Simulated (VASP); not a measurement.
# KTaO3 (Pm-3m) in VASP: notebook

KTaO3 is run at these levels: PBEsol+U, BLYP+D4, r2SCAN+U; tasks: single point, relaxation of cell and atoms.

Everything below comes from runs of VASP 6.6.1. Logs are shortened: lines on timing, memory, paths and dates and some standing lists are left out, and cuts for length are marked.

### 1 The cell of the first run

Symmetry: Pm-3m, No. 221, cubic system. The conventional cell has a = 3.988 Å, b = 3.988 Å, c = 3.988 Å, α = 90.00°, β = 90.00°, γ = 90.00°. Ta (site symmetry m-3m) has 6 O at 1.99 Å within 2.6 Å. Within 3.7 Å of K (site symmetry m-3m) lie 12 O at 2.82 Å and 8 Ta at 3.45 Å. O (site symmetry 4/mmm) has 2 Ta at 1.99 Å within 2.6 Å.

### 2 Single point, PBEsol+U

INCAR reads:

```
SYSTEM = KTaO3
  PREC = Accurate
  ENCUT = 1340
  EDIFF = 1E-6
  ISMEAR = -1
  SIGMA = 0.05
  LREAL = .FALSE.
  LASPH = .TRUE.
  NELM = 200
  ALGO = Normal
  ISIF = 2
  LWAVE = .FALSE.
  LCHARG = .TRUE.
  LMAXMIX = 4
  LDAU = .TRUE.
  LDAUTYPE = 2
  LDAUL = 2 -1 -1
  LDAUU = 6 0 0
  LDAUJ = 0 0 0
  LDAUPRINT = 1
  GGA = PS
  LELF = .TRUE.
  LVHAR = .TRUE.
  NBANDS = 28
  GGA_COMPAT = .FALSE.
```

KPOINTS reads:

```
regular mesh
0
G
  7 7 7
  0 0 0
```

POSCAR reads:

```
KTaO3
1.0
    3.9883000000      0.0000000000      0.0000000000
    0.0000000000      3.9883000000      0.0000000000
    0.0000000000      0.0000000000      3.9883000000
Ta K O
1 1 3
Direct
    0.0000000000      0.0000000000      0.0000000000
    0.5000000000      0.5000000000      0.5000000000
    0.0000000000      0.0000000000      0.5000000000
    0.0000000000      0.5000000000      0.0000000000
    0.5000000000      0.0000000000      0.0000000000
```

Potentials or basis: VASP PAW PBE potentials, release 64 (Ta_sv_GW, K_sv, O_h).

Run with:

```
$ cat potpaw_PBE.64/Ta_sv_GW/POTCAR potpaw_PBE.64/K_sv/POTCAR potpaw_PBE.64/O_h/POTCAR > POTCAR
$ mpirun -np 1 vasp_std > vasp.out
```

OUTCAR:

```text
SYSTEM = KTaO3
   PREC = Accurate
   ENCUT = 1340
   EDIFF = 1E-6
   ISMEAR = -1
   LREAL = .FALSE.
   LASPH = .TRUE.
   NELM = 200
   ISIF = 2
   GGA = PS

 ion  position               nearest neighbor table
   1  0.000  0.000  0.000-   3 1.99   4 1.99   5 1.99   3 1.99   4 1.99   5 1.99   2 3.45   2 3.45
                             2 3.45   2 3.45   2 3.45   2 3.45   2 3.45   2 3.45
   2  0.500  0.500  0.500-   1 3.45   1 3.45   1 3.45   1 3.45   1 3.45   1 3.45   1 3.45   1 3.45

   3  0.000  0.000  0.500-   1 1.99   1 1.99
   4  0.000  0.500  0.000-   1 1.99   1 1.99
   5  0.500  0.000  0.000-   1 1.99   1 1.99

  LATTYP: Found a simple cubic cell.
 ALAT       =     3.9883000000

  Lattice vectors:

 A1 = (   3.9883000000,   0.0000000000,   0.0000000000)
 A2 = (   0.0000000000,   3.9883000000,   0.0000000000)
 A3 = (   0.0000000000,   0.0000000000,   3.9883000000)

Analysis of symmetry for initial positions (statically):
=====================================================================
 Subroutine PRICEL returns:
 Original cell was already a primitive cell.

 Routine SETGRP: Setting up the symmetry group for a
 simple cubic supercell.

 Subroutine GETGRP returns: Found 48 space group operations
 (whereof 48 operations were pure point group operations)
 out of a pool of 48 trial point group operations.

The static configuration has the point symmetry O_h .

Analysis of symmetry for dynamics (positions and initial velocities):
=====================================================================
 Subroutine PRICEL returns:
 Original cell was already a primitive cell.

 Routine SETGRP: Setting up the symmetry group for a
 simple cubic supercell.

 Subroutine GETGRP returns: Found 48 space group operations
 (whereof 48 operations were pure point group operations)
 out of a pool of 48 trial point group operations.

The dynamic configuration has the point symmetry O_h .

 Subroutine INISYM returns: Found 48 space group operations
 (whereof 48 operations are pure point group operations),
 and found     1 'primitive' translations

----------------------------------------------------------------------------------------

                                     Primitive cell

  volume of cell :      63.4400

  direct lattice vectors                    reciprocal lattice vectors
     3.988300000  0.000000000  0.000000000     0.250733395  0.000000000  0.000000000
     0.000000000  3.988300000  0.000000000     0.000000000  0.250733395  0.000000000
     0.000000000  0.000000000  3.988300000     0.000000000  0.000000000  0.250733395

  length of vectors
     3.988300000  3.988300000  3.988300000     0.250733395  0.250733395  0.250733395

  position of ions in fractional coordinates (direct lattice)
     0.000000000  0.000000000  0.000000000
     0.500000000  0.500000000  0.500000000
     0.000000000  0.000000000  0.500000000
     0.000000000  0.500000000  0.000000000
     0.500000000  0.000000000  0.000000000

  ion indices of the primitive-cell ions
   primitive index   ion index
                 1           1
                 2           2
                 3           3
                 4           4
                 5           5

----------------------------------------------------------------------------------------

 KPOINTS: regular mesh

Automatic generation of k-mesh.
 Grid dimensions read from file:
 generate k-points for:    7    7    7

 Generating k-lattice:

  Cartesian coordinates                     Fractional coordinates (reciprocal lattice)
     0.035819056  0.000000000  0.000000000     0.142857143  0.000000000  0.000000000
     0.000000000  0.035819056  0.000000000     0.000000000  0.142857143  0.000000000
     0.000000000  0.000000000  0.035819056     0.000000000  0.000000000  0.142857143

  Length of vectors
     0.035819056  0.035819056  0.035819056

  Shift w.r.t. Gamma in fractional coordinates (k-lattice)
     0.000000000  0.000000000  0.000000000

 Subroutine IBZKPT returns following result:
 ===========================================

 Found     20 irreducible k-points:

 Following reciprocal coordinates:
            Coordinates               Weight
  0.000000  0.000000  0.000000      1.000000
  0.142857  0.000000  0.000000      6.000000
  0.285714  0.000000  0.000000      6.000000
  0.428571  0.000000  0.000000      6.000000
  0.142857  0.142857  0.000000     12.000000
  0.285714  0.142857  0.000000     24.000000
[... 12 lines left out ...]
  0.428571  0.428571  0.285714     24.000000
  0.428571  0.428571  0.428571      8.000000
   k-points           NKPTS =     20   k-points in BZ     NKDIM =     20   number of bands    NBANDS=     28
   number of dos      NEDOS =    301   number of ions     NIONS =      5
   total plane-waves  NPLWV = 110592
   dimension x,y,z NGX =    48 NGY =   48 NGZ =   48
   dimension x,y,z NGXF=    96 NGYF=   96 NGZF=   96
   ions per type =               1   1   3
   NGX,Y,Z   is equivalent  to a cutoff of  20.01, 20.01, 20.01 a.u.
   NGXF,Y,Z  is equivalent  to a cutoff of  40.02, 40.02, 40.02 a.u.
 SYSTEM =  KTaO3
   PREC   = accura    normal or accurate (medium, high low for compatibility)
   ISTART =      0    job   : 0-new  1-cont  2-samecut
   ICHARG =      2    charge: 1-file 2-atom 10-const
   ISPIN  =      1    spin polarized calculation?
   LNONCOLLINEAR =      F non collinear calculations
   LSORBIT =      F    spin-orbit coupling
   LASPH  =      T    aspherical Exc in radial PAW
   ENCUT  = 1340.0 eV  98.49 Ry    9.92 a.u.  11.90 11.90 11.90*2*pi/ulx,y,z
   NELM   =    200;   NELMIN=  2; NELMDL= -5     # of ELM steps
   EDIFF  = 0.1E-05   stopping-criterion for ELM
   LREAL  =      F    real-space projection
   EDIFFG = 0.1E-04   stopping-criterion for IOM
   NSW    =      0    number of steps for IOM
   IBRION =     -1    ionic relax: 0-MD 1-quasi-New 2-CG
   NFREE  =      0    steps in history (QN), initial steepest desc. (CG)
   ISIF   =      2    stress and relaxation
   ISYM   =      2    0-nonsym 1-usesym 2-fastsym
   POTIM  = 0.5000    time-step for ionic-motion
   TEBEG  =    0.0;   TEEND  =   0.0 temperature during run
   PSTRESS=    0.0 pullay stress
   NELECT =      40.0000    total number of electrons
   NUPDOWN=      -1.0000    fix difference up-down
   EMIN   =  10.00;   EMAX   =-10.00  energy-range for DOS
   EFERMI =   0.00;   METHOD = LEGACY
   ISMEAR =    -1;   SIGMA  =   0.05  broadening in eV -4-tet -1-fermi 0-gaus
   EFERMI_NEDOS =   21; number of points for ismear=-14 and -15
   IALGO  =     38    algorithm
   IMIX   =      4    mixing-type and parameters
     AMIX     =   0.40;   BMIX     =  1.00
     AMIX_MAG =   1.60;   BMIX_MAG =  1.00
  volume/ion in A,a.u.               =      12.69        85.62
  Fermi-wavevector in a.u.,A,eV,Ry     =   1.403806  2.652808 26.812600  1.970671
  Thomas-Fermi vector in A             =   2.526431
   LORBIT       =      0    0 simple, 1 ext, 2 COOP (PROOUT), +10 PAW based schemes
 LDA+U is selected, type is set to LDAUTYPE =  2
   angular momentum for each species LDAUL =     2   -1   -1
   U (eV)           for each species LDAUU =   6.0  0.0  0.0
   J (eV)           for each species LDAUJ =   0.0  0.0  0.0
   GGA     = PS    functional components
   LHFCALC =     F    Hartree Fock is set to
   AEXX    =    0.0000 exact exchange contribution
   IVDW    =     0    specifies the selected vdW correction
   LEPSILON=     F    determine dielectric tensor
   LRPA    =     F    only Hartree local field effects (RPA)
 non-spin polarized calculation
  energy-cutoff  :     1340.00
  volume of cell :       63.44
 maximum number of plane-waves:      7086
 NGX is ok and might be reduce to    48
   NGX = 23   NGY = 23   NGZ = 23

atom =   1  type =  1  l = 2

 onsite density matrix

spin component  1

  0.1217 -0.0000  0.0000 -0.0000  0.0000
 -0.0000  0.1217 -0.0000 -0.0000 -0.0000
  0.0000 -0.0000  0.2599 -0.0000 -0.0000
 -0.0000 -0.0000 -0.0000  0.1217 -0.0000
  0.0000 -0.0000 -0.0000 -0.0000  0.2599

spin component  2

  0.1217 -0.0000  0.0000 -0.0000  0.0000
 -0.0000  0.1217 -0.0000 -0.0000 -0.0000
  0.0000 -0.0000  0.2599 -0.0000 -0.0000
 -0.0000 -0.0000 -0.0000  0.1217 -0.0000
  0.0000 -0.0000 -0.0000 -0.0000  0.2599

 occupancies and eigenvectors

  o =  0.1217  v =  1.0000  0.0000  0.0000  0.0000  0.0000  0.0000  0.0000  0.0000  0.0000  0.0000      0.0000  0.0000  0.0000  0.0000  0.0000  0.0000  0.0000  0.0000  0.0000  0.0000
  o =  0.1217  v =  0.0000  0.0000  0.0000  0.0000  0.0000  1.0000  0.0000  0.0000  0.0000  0.0000      0.0000  0.0000  0.0000  0.0000  0.0000  0.0000  0.0000  0.0000  0.0000  0.0000
  o =  0.1217  v =  0.0000 -0.9575  0.0000 -0.2886 -0.0000  0.0000  0.0000  0.0000  0.0000  0.0000      0.0000  0.0000  0.0000  0.0000  0.0000  0.0000  0.0000  0.0000  0.0000  0.0000
  o =  0.1217  v =  0.0000  0.0000  0.0000  0.0000  0.0000  0.0000 -0.9575  0.0000 -0.2886 -0.0000      0.0000  0.0000  0.0000  0.0000  0.0000  0.0000  0.0000  0.0000  0.0000  0.0000
  o =  0.1217  v =  0.0000  0.0000  0.0000  0.0000  0.0000  0.0000 -0.2886 -0.0000  0.9575 -0.0000      0.0000  0.0000  0.0000  0.0000  0.0000  0.0000  0.0000  0.0000  0.0000  0.0000
  o =  0.1217  v =  0.0000 -0.2886 -0.0000  0.9575 -0.0000  0.0000  0.0000  0.0000  0.0000  0.0000      0.0000  0.0000  0.0000  0.0000  0.0000  0.0000  0.0000  0.0000  0.0000  0.0000
  o =  0.2599  v =  0.0000  0.0000  0.0000  0.0000  0.0000  0.0000 -0.0000 -1.0000 -0.0000 -0.0000      0.0000  0.0000  0.0000  0.0000  0.0000  0.0000  0.0000  0.0000  0.0000  0.0000
  o =  0.2599  v =  0.0000 -0.0000 -1.0000 -0.0000 -0.0000  0.0000  0.0000  0.0000  0.0000  0.0000      0.0000  0.0000  0.0000  0.0000  0.0000  0.0000  0.0000  0.0000  0.0000  0.0000
  o =  0.2599  v =  0.0000  0.0000  0.0000  0.0000  0.0000  0.0000  0.0000 -0.0000 -0.0000  1.0000      0.0000  0.0000  0.0000  0.0000  0.0000  0.0000  0.0000  0.0000  0.0000  0.0000
  o =  0.2599  v =  0.0000  0.0000 -0.0000 -0.0000  1.0000  0.0000  0.0000  0.0000  0.0000  0.0000      0.0000  0.0000  0.0000  0.0000  0.0000  0.0000  0.0000  0.0000  0.0000  0.0000

 number of electron      40.0000001 magnetization

 Free energy of the ion-electron system (eV)
  ---------------------------------------------------
  ext. energy  EPLUGINS =         0.00000000
  ---------------------------------------------------
  free energy    TOTEN  =       -41.02204948 eV

  energy without entropy =      -41.02204948  energy(sigma->0) =      -41.02204948

 E-fermi :   4.8354     XC(G=0): -11.2772

 val. band max:        3.6013819973   @ k =   0.4286   0.4286   0.4286
 cond. band min:       6.6347665813   @ k =   0.0000   0.0000   0.0000
 fundamental gap:      3.0333845840
 Fermi energy:         4.8354350371

 k-point     1 :       0.0000    0.0000    0.0000
  band No.  band energies     occupation
      1     -65.0890      2.00000
      2     -31.4755      2.00000
      3     -31.4755      2.00000
      4     -31.4755      2.00000
      5     -23.4809      2.00000
      6     -13.9072      2.00000
[... 20 lines left out ...]
     27      11.5226      0.00000
     28      11.5226      0.00000

 k-point     2 :       0.1429    0.0000    0.0000
  band No.  band energies     occupation
      1     -65.0889      2.00000
      2     -31.4905      2.00000
      3     -31.4749      2.00000
      4     -31.4749      2.00000
      5     -23.4754      2.00000
      6     -13.8475      2.00000
[... 20 lines left out ...]
     27      11.7778      0.00000
     28      11.9040      0.00000

 k-point     3 :       0.2857    0.0000    0.0000
  band No.  band energies     occupation
      1     -65.0887      2.00000
      2     -31.5241      2.00000
      3     -31.4735      2.00000
      4     -31.4735      2.00000
      5     -23.4629      2.00000
      6     -13.7782      2.00000
[... 492 lines left out ...]
      3     -31.5446      2.00000
      4     -31.5172      2.00000
      5     -23.4273      2.00000
      6     -12.7272      2.00000
[... 20 lines left out ...]
     27      14.7261      0.00000
     28      15.1141      0.00000

 k-point    20 :       0.4286    0.4286    0.4286
  band No.  band energies     occupation
      1     -65.0876      2.00000
      2     -31.5435      2.00000
      3     -31.5434      2.00000
      4     -31.5434      2.00000
      5     -23.4217      2.00000
      6     -12.3424      2.00000
[... 20 lines left out ...]
     27      14.3795      0.00000
     28      15.5824      0.00000

------------------------ aborting loop because EDIFF is reached ----------------------------------------

  FORCE on cell =-STRESS in cart. coord.  units (eV):
  Direction    XX          YY          ZZ          XY          YZ          ZX
  --------------------------------------------------------------------------------------
  -------------------------------------------------------------------------------------
  Total        2.4172068      2.4172068      2.4172068      0.0000000     -0.0000000     -0.0000000
  in kB       61.0465224     61.0465224     61.0465224      0.0000000     -0.0000000     -0.0000000
  external PRESSURE =      61.0465224 kB  Pullay stress =       0.0000000 kB

 VOLUME and BASIS-vectors are now :
 -----------------------------------------------------------------------------
  energy-cutoff  :     1340.00
  volume of cell :       63.44
      direct lattice vectors                 reciprocal lattice vectors
     3.988300000  0.000000000  0.000000000     0.250733395  0.000000000  0.000000000
     0.000000000  3.988300000  0.000000000     0.000000000  0.250733395  0.000000000
     0.000000000  0.000000000  3.988300000     0.000000000  0.000000000  0.250733395

 POSITION                                       TOTAL-FORCE (eV/Angst)
 -----------------------------------------------------------------------------------
      0.00000      0.00000      0.00000         0.000000      0.000000      0.000000
      1.99415      1.99415      1.99415         0.000000      0.000000      0.000000
      0.00000      0.00000      1.99415         0.000000      0.000000      0.000000
      0.00000      1.99415      0.00000         0.000000      0.000000      0.000000
      1.99415      0.00000      0.00000         0.000000      0.000000      0.000000
 -----------------------------------------------------------------------------------
    total drift:                                0.000000     -0.000000      0.000000

  FREE ENERGIE OF THE ION-ELECTRON SYSTEM (eV)
  ---------------------------------------------------
  free  energy   TOTEN  =       -41.0220494810 eV

  energy  without entropy=      -41.0220494810  energy(sigma->0) =      -41.02204948
```

It took 96 s on 1 thread of Intel Xeon Platinum 8488C (Sapphire Rapids), shared host; peak memory 0.42 GiB.

What came out:

| Property | Result |
| --- | --- |
| Free energy | -41.0220 eV |
| Pressure | 6.1 GPa |
| Band gap on the k mesh | 3.03 eV (least direct gap 3.68 eV) |

Eigenvalues of the final occupation matrices:
```csv
site,spin,trace,eigenvalues
site 1 d,1,0.88,0.12 0.12 0.12 0.26 0.26
site 1 d,2,0.88,0.12 0.12 0.12 0.26 0.26
```

Caveat: the cell stands under pressure; the PAW data sets were made with another functional, which shifts forces and pressure a little; spin-orbit coupling is left out, which moves the levels of the heavy elements; an odd mesh through Γ misses points on the zone boundary, where band edges can lie.

### 3 Relaxation of cell and atoms, BLYP+D4

INCAR reads:

```
SYSTEM = KTaO3
PREC = Accurate ; ENCUT = 700
EDIFF = 1E-7 ; ISMEAR = -1
SIGMA = 0.05 ; LREAL = .False.
LASPH = .True. ; NELM = 120
ALGO = Normal ; ISIF = 3
LWAVE = .False. ; LCHARG = .False.
GGA = B5 ; ALDAX = 1.0
AGGAX = 1.0 ; AGGAC = 1.0
ALDAC = 0.0 ; IVDW = 13
VDW_S6 = 1.0 ; VDW_S8 = 2.34076671
VDW_A1 = 0.44488865 ; VDW_A2 = 4.0933009
IBRION = 2 ; NSW = 60
EDIFFG = -0.01 ; GGA_COMPAT = .False.
NELMIN = 4
```

KPOINTS reads:

```
Automatic mesh
0
Gamma
  7 7 7
  0 0 0
```

POSCAR is that of step 2.

Potentials or basis: VASP PAW PBE potentials, release 64 (Ta_sv_GW, K_sv, O).

Run with:

```
$ cat potpaw_PBE.64/Ta_sv_GW/POTCAR potpaw_PBE.64/K_sv/POTCAR potpaw_PBE.64/O/POTCAR > POTCAR
$ mpirun -np 1 vasp_std > vasp.out
```

Wall time 4.3 min (1 thread of Intel Xeon Platinum 8375C at 2.90GHz (Ice Lake), shared host); peak memory 0.25 GiB.

It converged, with:

| Quantity | Value |
| --- | --- |
| Free energy | -43.2388 eV |
| Relaxed volume | 13.13 Å³/atom |
| Relaxed cell | a = 4.034 Å, b = 4.034 Å, c = 4.034 Å, α = 90.00°, β = 90.00°, γ = 90.00° |
| Space group after relaxing (to 0.1 Å) | Pm-3m (No. 221) |
| Energy gained by relaxing | 9.2 meV/atom |
| Ionic steps | 3 |
| Pressure after relaxing | -0.1 GPa |
| Band gap on the k mesh | 2.22 eV (least direct gap 2.79 eV) |
| Dispersion energy per atom | -0.283 eV |

The path:
```csv
step,energy change (eV),largest force (eV/Å),pressure (GPa),volume (Å³)
1,0.0000,0.0000,6.90,63.44
2,0.0252,0.0000,-7.45,68.59
3,-0.0460,0.0000,-0.08,65.67
```

Final structure:
```
Ta K O
1.0
     4.03441    0.00000    0.00000
     0.00000    4.03441    0.00000
     0.00000    0.00000    4.03441
Ta K O
1 1 3
Direct
  0.00000 0.00000 0.00000
  0.50000 0.50000 0.50000
  0.00000 0.00000 0.50000
  0.00000 0.50000 0.00000
  0.50000 0.00000 0.00000
```

Levels at points of the mesh, in eV from the valence-band top:
| k point | band 18 | band 19 | band 20 | band 21 | band 22 | band 23 |
| --- | --- | --- | --- | --- | --- | --- |
| (0.00, 0.00, 0.00) | -0.57 | -0.57 | -0.57 | 2.22 | 2.22 | 2.22 |

Caveat: the PAW data sets were made with another functional, which shifts forces and pressure a little; spin-orbit coupling is left out, which moves the levels of the heavy elements; an odd mesh through Γ misses points on the zone boundary, where band edges can lie. BLYP gaps usually lie below the measured ones, often by a third to a half.

(Continued in part 2 of 2.)
